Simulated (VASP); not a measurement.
Wanted: the native input for a VASP 6.6.1 run.

* Task: single point
* Functional: LDA
* Potentials or basis: VASP PAW LDA potentials, release 64 (W_sv, C)
* Cutoff: 520 eV
* k mesh: 2 × 2 × 2
* Occupations: fermi-dirac, width 0.36 eV
* Spin: no spin polarisation
* Dipole correction: no
* Further INCAR settings: LREAL = Auto; ALGO = Normal; EDIFF = 1e-06; NBANDS = 86

The structure of WC lies in POSCAR:

```
WC
1.0
   -2.9353920000     -5.0842480000      0.0000000000
    4.4030880000     -2.5421240000      0.0000000000
    0.0000000000      0.0000000000      5.7662130000
W C
8 8
Direct
    0.6940057063      0.4783412910     -0.0481078309
    0.6507415493      0.5103876048      0.5046986644
    0.4875593786     -0.0094302227      0.0245741876
    0.4424392577      0.0299863772      0.4941544823
    0.2190817704      0.5422764378     -0.0090007081
    0.1477791938      0.5266280990      0.4866799059
   -0.0239252068      0.0088279270     -0.0062606081
   -0.0615489638     -0.0482548466      0.4807141186
    0.4114954873      0.7017576214      0.2409033451
    0.3917952790      0.6751109057      0.7137266695
    0.2495859519      0.2562593813      0.2934508316
    0.2218795802      0.1673833330      0.7942821398
   -0.0749079567      0.6661951301      0.2456031368
   -0.0733488940      0.5999408241      0.7217735453
    0.7158409686      0.1299256005      0.2715300319
    0.7243831021      0.1441143949      0.7586781827
```

The input as run:

INCAR

```
PREC = Accurate
ENCUT = 520
EDIFF = 1E-6
ISMEAR = -1
SIGMA = 0.36
LREAL = Auto
LASPH = T
NELM = 80
ALGO = Normal
ISIF = 2
LWAVE = F
LCHARG = F
NBANDS = 86
```

KPOINTS

```
regular mesh
0
Gamma
  2 2 2
```

Potentials or basis: VASP PAW LDA potentials, release 64 (W_sv, C).

Command:

```bash
$ cat potpaw_LDA.64/W_sv/POTCAR potpaw_LDA.64/C/POTCAR > POTCAR
$ mpirun -np 1 vasp_std > vasp.out
```

It gave:

- Pressure: 7.3 GPa
- Largest force: 7.239 eV/Å
- Band gap on the k mesh: zero (bands 72 and 73 overlap by 0.41 eV)

Caveat: the k points lie up to 0.62 Å⁻¹ apart; so wide a smearing shifts energies and pressures; spin-orbit coupling is left out, which moves the levels of the heavy elements; forces of over 1 eV/Å act on the atoms, so gaps and moduli don't describe the material at rest.

It took 2.4 min on 1 thread of Intel(R) Xeon(R) 6975P-C (Granite Rapids), on a shared host, peak memory 0.27 GiB.
